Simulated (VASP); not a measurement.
# Ag (Fm-3m) in VASP: notebook, part 2 of 2

VASP 6.6.1.

## 3. Single point, HSE06

This run uses another cell than the first one, of 16.37 Å³/atom, 1.021 times its volume.

Input file POSCAR:

```
Ag
1.0
    0.0000000000      2.0151418859      2.0151418859
    2.0151418859      0.0000000000      2.0151418859
    2.0151418859      2.0151418859      0.0000000000
Ag
1
Direct
    0.0000000000      0.0000000000      0.0000000000
```

Input file INCAR.step1:

```
PREC     = Accurate       # precision mode
ENCUT    = 520            # plane-wave cutoff, eV
EDIFF    = 1E-5           # SCF threshold, eV
ISMEAR   = -1             # smearing method
SIGMA    = 0.05           # smearing width, eV
LREAL    = False          # projectors in reciprocal space
LASPH    = True           # aspherical terms in the spheres
NELM     = 80             # most SCF steps
ALGO     = Normal         # electronic algorithm
ISIF     = 2              # what is computed and relaxed
LWAVE    = True           # write WAVECAR
LCHARG   = False          # write CHGCAR
NBANDS   = 12             # bands
GGA      = PE             # functional
```

Input file INCAR.step2:

```
PREC     = Accurate       # precision mode
ENCUT    = 520            # plane-wave cutoff, eV
EDIFF    = 1E-6           # SCF threshold, eV
ISMEAR   = -1             # smearing method
SIGMA    = 0.05           # smearing width, eV
LREAL    = False          # projectors in reciprocal space
LASPH    = True           # aspherical terms in the spheres
NELM     = 80             # most SCF steps
ALGO     = Normal         # electronic algorithm
ISIF     = 2              # what is computed and relaxed
LWAVE    = False          # write WAVECAR
LCHARG   = False          # write CHGCAR
GGA      = PE             # functional
LHFCALC  = True           # exact exchange
HFSCREEN = 0.2079         # screening, 1/A
PRECFOCK = Normal       
NBANDS   = 12             # bands
ISTART   = 1
```

Input file KPOINTS:

```
Automatic mesh
0
Gamma
  6 6 6
```

Potentials or basis: VASP PAW PBE potentials, release 64 (Ag).

Run with:

```sh
$ cat potpaw_PBE.64/Ag/POTCAR > POTCAR
$ cp INCAR.step1 INCAR
$ mpirun -np 1 vasp_std > vasp.out
$ cp INCAR.step2 INCAR
$ mpirun -np 1 vasp_std > vasp.out
```

OUTCAR:

```text
PREC = Accurate
   ENCUT = 520
   EDIFF = 1E-6
   ISMEAR = -1
   LREAL = False
   LASPH = True
   NELM = 80
   ISIF = 2
   GGA = PE
   LHFCALC = True
   HFSCREEN = 0.2079
   PRECFOCK = Normal
   ISTART = 1

 ion  position               nearest neighbor table
   1  0.000  0.000  0.000-

  LATTYP: Found a face centered cubic cell.
 ALAT       =     4.0302837718

  Lattice vectors:

 A1 = (   0.0000000000,   2.0151418859,   2.0151418859)
 A2 = (   2.0151418859,   0.0000000000,   2.0151418859)
 A3 = (   2.0151418859,   2.0151418859,   0.0000000000)

Analysis of symmetry for initial positions (statically):
=====================================================================
 Subroutine PRICEL returns:
 Original cell was already a primitive cell.

 Routine SETGRP: Setting up the symmetry group for a
 face centered cubic supercell.

 Subroutine GETGRP returns: Found 48 space group operations
 (whereof 48 operations were pure point group operations)
 out of a pool of 48 trial point group operations.

The static configuration has the point symmetry O_h .

Analysis of symmetry for dynamics (positions and initial velocities):
=====================================================================
 Subroutine PRICEL returns:
 Original cell was already a primitive cell.

 Routine SETGRP: Setting up the symmetry group for a
 face centered cubic supercell.

 Subroutine GETGRP returns: Found 48 space group operations
 (whereof 48 operations were pure point group operations)
 out of a pool of 48 trial point group operations.

The dynamic configuration has the point symmetry O_h .

 Subroutine INISYM returns: Found 48 space group operations
 (whereof 48 operations are pure point group operations),
 and found     1 'primitive' translations

----------------------------------------------------------------------------------------

                                     Primitive cell

  volume of cell :      16.3662

  direct lattice vectors                    reciprocal lattice vectors
     0.000000000  2.015141886  2.015141886    -0.248121486  0.248121486  0.248121486
     2.015141886  0.000000000  2.015141886     0.248121486 -0.248121486  0.248121486
     2.015141886  2.015141886  0.000000000     0.248121486  0.248121486 -0.248121486

  length of vectors
     2.849840985  2.849840985  2.849840985     0.429759021  0.429759021  0.429759021

  position of ions in fractional coordinates (direct lattice)
     0.000000000  0.000000000  0.000000000

  ion indices of the primitive-cell ions
   primitive index   ion index
                 1           1

----------------------------------------------------------------------------------------

 KPOINTS: Automatic mesh

Automatic generation of k-mesh.
 Grid dimensions read from file:
 generate k-points for:    6    6    6

 Generating k-lattice:
[... 33 lines left out ...]
 -0.333333  0.333333  0.166667     24.000000
 -0.333333  0.500000  0.166667     12.000000
   k-points           NKPTS =     16   k-points in BZ     NKDIM =    216   number of bands    NBANDS=     12
   number of dos      NEDOS =    301   number of ions     NIONS =      1
   total plane-waves  NPLWV =  13824
   dimension x,y,z NGX =    24 NGY =   24 NGZ =   24
   dimension x,y,z NGXF=    48 NGYF=   48 NGZF=   48
   ions per type =               1
   NGX,Y,Z   is equivalent  to a cutoff of  14.00, 14.00, 14.00 a.u.
   NGXF,Y,Z  is equivalent  to a cutoff of  28.00, 28.00, 28.00 a.u.
 SYSTEM =  unknown system
   PREC   = accura    normal or accurate (medium, high low for compatibility)
   ISTART =      1    job   : 0-new  1-cont  2-samecut
   ICHARG =      0    charge: 1-file 2-atom 10-const
   ISPIN  =      1    spin polarized calculation?
   LNONCOLLINEAR =      F non collinear calculations
   LSORBIT =      F    spin-orbit coupling
   LASPH  =      T    aspherical Exc in radial PAW
   ENCUT  =  520.0 eV  38.22 Ry    6.18 a.u.   5.30  5.30  5.30*2*pi/ulx,y,z
   NELM   =     80;   NELMIN=  2; NELMDL=  0     # of ELM steps
   EDIFF  = 0.1E-05   stopping-criterion for ELM
   LREAL  =      F    real-space projection
   EDIFFG = 0.1E-04   stopping-criterion for IOM
   NSW    =      0    number of steps for IOM
   IBRION =     -1    ionic relax: 0-MD 1-quasi-New 2-CG
   NFREE  =      0    steps in history (QN), initial steepest desc. (CG)
   ISIF   =      2    stress and relaxation
   ISYM   =      3    0-nonsym 1-usesym 2-fastsym
   POTIM  = 0.5000    time-step for ionic-motion
   TEBEG  =    0.0;   TEEND  =   0.0 temperature during run
   PSTRESS=    0.0 pullay stress
   NELECT =      11.0000    total number of electrons
   NUPDOWN=      -1.0000    fix difference up-down
   EMIN   =  10.00;   EMAX   =-10.00  energy-range for DOS
   EFERMI =   0.00;   METHOD = LEGACY
   ISMEAR =    -1;   SIGMA  =   0.05  broadening in eV -4-tet -1-fermi 0-gaus
   EFERMI_NEDOS =   21; number of points for ismear=-14 and -15
   IALGO  =     38    algorithm
   IMIX   =      1    mixing-type and parameters
     AMIX     =   0.40;   BMIX     =  1.00
     AMIX_MAG =   1.60;   BMIX_MAG =  1.00
  volume/ion in A,a.u.               =      16.37       110.44
  Fermi-wavevector in a.u.,A,eV,Ry     =   1.434025  2.709915 27.979403  2.056428
  Thomas-Fermi vector in A             =   2.553479
   LORBIT       =      0    0 simple, 1 ext, 2 COOP (PROOUT), +10 PAW based schemes
   GGA     = PE    functional components
   LHFCALC =     T    Hartree Fock is set to
   PRECFOCK=normal    Normal, Fast or Accurate (Low or Medium for compatibility)
   ENCUT4O =  -1.0   cutoff for four orbital integrals eV
   NKREDX  =     1    reduce k-point grid by
   NKREDY  =     1    reduce k-point grid by
   NKREDZ  =     1    reduce k-point grid by
   AEXX    =    0.2500 exact exchange contribution
   HFSCREEN=    0.2079 screening length (either q_TF or 0.3 A-1)
   HFSCREENC=   0.2079 screening length for correlation (either q_TF or 0.3 A-1)
   ENCUTFOCK=  -1.0 apply spherical cutoff to Coloumb kernel
   IVDW    =     0    specifies the selected vdW correction
   LEPSILON=     F    determine dielectric tensor
   LRPA    =     F    only Hartree local field effects (RPA)
 non-spin polarized calculation
  energy-cutoff  :      520.00
  volume of cell :       16.37
 maximum number of plane-waves:       459
 NGX is ok and might be reduce to    24
  NGX = 16; NGY = 16; NGZ = 16

 number of electron      11.0000002 magnetization

 Free energy of the ion-electron system (eV)
  ---------------------------------------------------
  ext. energy  EPLUGINS =         0.00000000
  ---------------------------------------------------
  free energy    TOTEN  =        -2.73204297 eV

  energy without entropy =       -2.72464660  energy(sigma->0) =       -2.72834479

 E-fermi :   8.5874     XC(G=0): -10.1466

 val. band max:        8.5617074723   @ k =   0.5000   0.3333   0.1667
 cond. band min:       9.4627911321   @ k =   0.5000   0.1667   0.0000
 fundamental gap:      0.9010836598
 Fermi energy:         8.5873766205

 k-point     1 :       0.0000    0.0000    0.0000
  band No.  band energies     occupation
      1      -0.1616      2.00000
      2       2.5528      2.00000
      3       2.5528      2.00000
      4       2.5528      2.00000
      5       3.7081      2.00000
      6       3.7081      2.00000
      7      25.9512      0.00000
      8      29.9647      0.00000
      9      29.9647      0.00000
     10      29.9647      0.00000
     11      34.7366      0.00000
     12      36.5132      0.00000
[... 211 lines left out ...]
 k-point    16 :      -0.3333    0.5000    0.1667
  band No.  band energies     occupation
      1       1.2954      2.00000
      2       1.5066      2.00000
      3       3.3307      2.00000
      4       4.0262      2.00000
      5       4.9551      2.00000
      6      13.3978      0.00000
      7      16.9468      0.00000
      8      17.8855      0.00000
      9      18.6054      0.00000
     10      30.6198      0.00000
     11      32.7237      0.00000
     12      36.4113      0.00000

------------------------ aborting loop because EDIFF is reached ----------------------------------------

  FORCE on cell =-STRESS in cart. coord.  units (eV):
  Direction    XX          YY          ZZ          XY          YZ          ZX
  --------------------------------------------------------------------------------------
  -------------------------------------------------------------------------------------
  Total        1.0004145      1.0004145      1.0004145      0.0000000      0.0000000      0.0000000
  in kB       97.9362973     97.9362973     97.9362973      0.0000000      0.0000000      0.0000000
  external PRESSURE =      97.9362973 kB  Pullay stress =       0.0000000 kB

 VOLUME and BASIS-vectors are now :
 -----------------------------------------------------------------------------
  energy-cutoff  :      520.00
  volume of cell :       16.37
      direct lattice vectors                 reciprocal lattice vectors
     0.000000000  2.015141886  2.015141886    -0.248121486  0.248121486  0.248121486
     2.015141886  0.000000000  2.015141886     0.248121486 -0.248121486  0.248121486
     2.015141886  2.015141886  0.000000000     0.248121486  0.248121486 -0.248121486

 POSITION                                       TOTAL-FORCE (eV/Angst)
 -----------------------------------------------------------------------------------
      0.00000      0.00000      0.00000         0.000000     -0.000000     -0.000000
 -----------------------------------------------------------------------------------
    total drift:                               -0.000010     -0.000014     -0.000014

  FREE ENERGIE OF THE ION-ELECTRON SYSTEM (eV)
  ---------------------------------------------------
  free  energy   TOTEN  =        -2.7320429734 eV

  energy  without entropy=       -2.7246466036  energy(sigma->0) =       -2.72834479
```

It took 6.4 min on 1 thread of AMD EPYC 7R13 (Zen 3), shared host; peak memory 0.21 GiB.

Results:

| Property | Result |
| --- | --- |
| Free energy | -2.7320 eV |
| Pressure | 9.8 GPa |

Caveat: the k points lie up to 0.45 Å⁻¹ apart; the PAW data sets were made with another functional, which shifts forces and pressure a little.
